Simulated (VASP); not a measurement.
# TiPt3 in VASP: further runs, part 2 of 2

VASP 6.6.1.

## (3) Relaxation of cell and atoms, PBE

INCAR

```
  ALGO = Normal
  EDIFF = 1E-6
  EDIFFG = -0.01
  ENCUT = 600
  GGA = PE
  IBRION = 2
  ISIF = 3
  ISMEAR = 0
  LASPH = T
  LCHARG = F
  LREAL = F
  LWAVE = F
  NELM = 100
  NSW = 100
  PREC = Accurate
  SIGMA = 0.1
```

KPOINTS

```
k-points
0
Gamma
  10 10 10
```

POSCAR

```
TiPt3
1.0
    4.7113627354      0.0000000000      0.0000000000
    0.0000000000      4.7113627354      0.0000000000
    0.0000000000      0.0000000000      4.7113627354
Ti Pt
1 3
Direct
    0.0000000000      0.0000000000      0.0000000000
    0.5000000000      0.0000000000      0.0000000000
    0.0000000000      0.5000000000      0.0000000000
    0.0000000000      0.0000000000      0.5000000000
```

Potentials or basis: VASP PAW PBE potentials, release 64 (Ti_sv, Pt).

Command:

```console
cat potpaw_PBE.64/Ti_sv/POTCAR potpaw_PBE.64/Pt/POTCAR > POTCAR
mpirun -np 1 vasp_std > vasp.out
```

OUTCAR:

```text
EDIFF = 1E-6
   EDIFFG = -0.01
   ENCUT = 600
   GGA = PE
   IBRION = 2
   ISIF = 3
   ISMEAR = 0
   LASPH = T
   LREAL = F
   NELM = 100
   NSW = 100
   PREC = Accurate

 ion  position               nearest neighbor table
   1  0.000  0.000  0.000-   2 2.36   3 2.36   4 2.36   4 2.36   3 2.36   2 2.36
   2  0.500  0.000  0.000-   1 2.36   1 2.36   4 3.33   4 3.33   3 3.33   3 3.33   3 3.33   4 3.33
                             4 3.33   3 3.33
   3  0.000  0.500  0.000-   1 2.36   1 2.36   4 3.33   4 3.33   2 3.33   2 3.33   4 3.33   4 3.33
                             2 3.33   2 3.33
   4  0.000  0.000  0.500-   1 2.36   1 2.36   3 3.33   2 3.33   2 3.33   3 3.33   3 3.33   3 3.33
                             2 3.33   2 3.33

  LATTYP: Found a simple cubic cell.
 ALAT       =     4.7113627354

  Lattice vectors:

 A1 = (   4.7113627354,   0.0000000000,   0.0000000000)
 A2 = (   0.0000000000,   4.7113627354,   0.0000000000)
[... 265 lines left out ...]

  energy without entropy =      -22.36242015  energy(sigma->0) =      -22.36937875

 E-fermi :   3.7005     XC(G=0):  -9.5523

 val. band max:        3.6901207912   @ k =   0.4000   0.4000   0.3000
 cond. band min:       3.7137657555   @ k =   0.5000   0.4000   0.0000
 fundamental gap:      0.0236449643
 Fermi energy:         3.7004835168

 k-point     1 :       0.0000    0.0000    0.0000
  band No.  band energies     occupation
      1     -53.5910      2.00000
      2     -29.8754      2.00000
      3     -29.8754      2.00000
      4     -29.8754      2.00000
      5      -2.6982      2.00000
      6      -1.1603      2.00000
[... 661 lines left out ...]
     24       5.8174      0.00000
     25       5.9210      0.00000

 [... further k-points ...]

------------------------ aborting loop because EDIFF is reached ----------------------------------------

  FORCE on cell =-STRESS in cart. coord.  units (eV):
  Direction    XX          YY          ZZ          XY          YZ          ZX
  --------------------------------------------------------------------------------------
  -------------------------------------------------------------------------------------
  Total       -0.0045950     -0.0045950     -0.0045950     -0.0000000      0.0000000     -0.0000000
  in kB       -0.0702356     -0.0702356     -0.0702356     -0.0000000      0.0000000     -0.0000000
  external PRESSURE =      -0.0702356 kB  Pullay stress =       0.0000000 kB
[... 19 lines left out ...]
  FREE ENERGIE OF THE ION-ELECTRON SYSTEM (eV)
  ---------------------------------------------------
  free  energy   TOTEN  =       -22.3763373547 eV

  energy  without entropy=      -22.3624201502  energy(sigma->0) =      -22.36937875

 reached required accuracy - stopping structural energy minimisation
```

CONTCAR:

```text
TiPt3
   1.00000000000000
     4.7149890428811583   -0.0000000000000000   -0.0000000000000000
    -0.0000000000000000    4.7149890428811583   -0.0000000000000000
    -0.0000000000000000    0.0000000000000000    4.7149890428811583
  Ti              Pt
     1     3
Direct
     0.0000000000000000    0.0000000000000000    0.0000000000000000
     0.5000000000000000    0.0000000000000000    0.0000000000000000
     0.0000000000000000    0.5000000000000000    0.0000000000000000
     0.0000000000000000    0.0000000000000000    0.5000000000000000

  0.00000000E+00  0.00000000E+00  0.00000000E+00
  0.00000000E+00  0.00000000E+00  0.00000000E+00
  0.00000000E+00  0.00000000E+00  0.00000000E+00
  0.00000000E+00  0.00000000E+00  0.00000000E+00
```

Run time: 3.8 min. Hardware: 1 thread of Intel Xeon Platinum 8488C (Sapphire Rapids), shared host; peak memory 0.36 GiB.

What came out:

```yaml
Free_energy: -22.3763 eV
Relaxed_volume: 26.20 Å³/atom
Relaxed_cell: a = 4.715 Å, b = 4.715 Å, c = 4.715 Å, α = 90.00°, β = 90.00°, γ = 90.00°
Space_group_after_relaxing_to_0.05_Å: Pm-3m (No. 221)
Energy_gained_by_relaxing: 0.0 meV/atom
Ionic_steps: 3
Pressure_after_relaxing: 0.0 GPa
Band_gap_on_the_k_mesh: zero (band 21 reaches 5.06 eV, above the bottom of band 22 at 3.01 eV)
```

Step by step:
| step | energy change (eV) | largest force (eV/Å) | pressure (GPa) | volume (Å³) |
| --- | --- | --- | --- | --- |
| 1 | 0.0000 | 0.0000 | 0.18 | 104.58 |
| 2 | 0.0000 | 0.0000 | -0.15 | 105.02 |
| 3 | -0.0001 | 0.0000 | -0.01 | 104.82 |

Final structure:
```cif
data_structure
_symmetry_space_group_name_H-M 'P 1'
_symmetry_Int_Tables_number 1
_cell_length_a 4.7150
_cell_length_b 4.7150
_cell_length_c 4.7150
_cell_angle_alpha 90.000
_cell_angle_beta 90.000
_cell_angle_gamma 90.000
_cell_volume 104.82
loop_
_atom_site_label
_atom_site_type_symbol
_atom_site_fract_x
_atom_site_fract_y
_atom_site_fract_z
_atom_site_occupancy
Ti1 Ti 0.00000 0.00000 0.00000 1
Pt1 Pt 0.50000 0.00000 0.00000 1
Pt2 Pt 0.00000 0.50000 0.00000 1
Pt3 Pt 0.00000 0.00000 0.50000 1
```

Levels at points of the mesh, in eV from the Fermi level:
| k point | band 18 | band 19 | band 20 | band 21 | band 22 | band 23 | band 24 | band 25 |
| --- | --- | --- | --- | --- | --- | --- | --- | --- |
| (0.00, 0.00, 0.00) | -1.18 | -1.18 | -0.61 | 1.36 | 1.36 | 2.32 | 2.32 | 2.32 |
| (0.50, 0.00, 0.00) | -1.48 | -1.48 | -1.30 | -1.18 | 0.88 | 1.15 | 2.17 | 2.17 |
| (0.50, 0.50, 0.00) | -1.82 | -1.70 | -1.12 | -0.19 | -0.01 | -0.01 | 0.39 | 1.01 |
| (0.50, 0.50, 0.50) | -0.94 | -0.94 | -0.69 | -0.69 | -0.69 | -0.27 | 0.19 | 0.19 |

Caveat: spin-orbit coupling is left out, which moves the levels of the heavy elements.

## (4) Single point, PBE

This run uses another cell than the first one: it holds 8 atoms, not 4.

INCAR

```
ALGO = Fast ; EDIFF = 1E-7
ENCUT = 520 ; GGA = PE
ISIF = 2 ; ISMEAR = 0
LASPH = True ; LCHARG = False
LREAL = False ; LWAVE = False
NBANDS = 52 ; NELM = 100
PREC = Accurate ; SIGMA = 0.1
```

KPOINTS

```
k-points
0
Gamma
  4 4 4
```

POSCAR

```
TiPt3
1.0
    0.0000000000      4.0925881100      4.0925881100
    4.0925881100      0.0000000000      4.0925881100
    4.0925881100      4.0925881100      0.0000000000
Ti Pt
2 6
Direct
    0.0000000000      0.0000000000      0.0000000000
    0.5000000000      0.5000000000      0.5000000000
    0.2544481100      0.7455518900      0.7455518900
    0.7455518900      0.2544481100      0.2544481100
    0.7455518900      0.2544481100      0.7455518900
    0.2544481100      0.7455518900      0.2544481100
    0.7455518900      0.7455518900      0.2544481100
    0.2544481100      0.2544481100      0.7455518900
```

Command:

```console
cat potpaw_PBE.64/Ti_sv/POTCAR potpaw_PBE.64/Pt/POTCAR > POTCAR
mpirun -np 1 vasp_std > vasp.out
```

Run time: 10 min. Hardware: 1 thread of AMD EPYC 7R13, shared host; peak memory 0.34 GiB.

The run converged. Its results:

```yaml
Free_energy: -30.6873 eV
Pressure: 91.2 GPa
Largest_force: 3.317 eV/Å
Band_gap_on_the_k_mesh: zero (band 42 reaches 9.71 eV, above the bottom of band 43 at 9.03 eV)
```

Forces on the atoms (eV/Å):
```
Ti   0.000  0.000  0.000
Ti   0.000  0.000  0.000
Pt   3.317  0.000  0.000
Pt  -3.317  0.000  0.000
Pt   0.000  3.317  0.000
Pt   0.000 -3.317  0.000
Pt   0.000  0.000  3.317
Pt   0.000  0.000 -3.317
```

Levels at points of the mesh, in eV from the Fermi level:
| k point | band 38 | band 39 | band 40 | band 41 | band 42 | band 43 | band 44 | band 45 | band 46 | band 47 |
| --- | --- | --- | --- | --- | --- | --- | --- | --- | --- | --- |
| (0.00, 0.00, 0.00) | -1.54 | -1.37 | -1.37 | -1.37 | -0.79 | 0.24 | 0.24 | 0.87 | 2.37 | 2.37 |
| (0.50, 0.00, 0.00) | -2.29 | -1.26 | -1.18 | 0.62 | 0.65 | 0.66 | 0.66 | 0.90 | 0.90 | 2.22 |
| (0.50, 0.50, 0.00) | -2.69 | -2.28 | -1.90 | -1.54 | -1.05 | 0.47 | 0.47 | 0.60 | 1.82 | 2.34 |

Caveat: spin-orbit coupling is left out, which moves the levels of the heavy elements; forces of over 1 eV/Å act on the atoms, so gaps and moduli don't describe the material at rest.

## (5) The runs side by side

| task | cell | k mesh | cutoff (eV) | gap on the mesh (eV) | pressure (GPa) |
| --- | --- | --- | --- | --- | --- |
| single point | a = 4.711 Å, 4 atoms | 10 × 10 × 10 | 520 | none | 0.1 |
| relaxation of cell and atoms | relaxed from a = 4.711 Å, 4 atoms | 10 × 10 × 10 | 600 | none | 0.0 |
| single point | a = 5.788 Å, angles 60.0°, 8 atoms | 4 × 4 × 4 | 520 | none | 91.2 |

Alike in all rows: level PBE; potentials or basis VASP PAW PBE potentials, release 64 (Ti_sv, Pt); no spin polarisation; smearing gaussian 0.1 eV.

Caveats: spin-orbit coupling is left out, which moves the levels of the heavy elements; forces of over 1 eV/Å act on the atoms, so gaps and moduli don't describe the material at rest (some runs).

Total energies depend on the potentials used, so only differences within one code and one set of settings carry meaning.
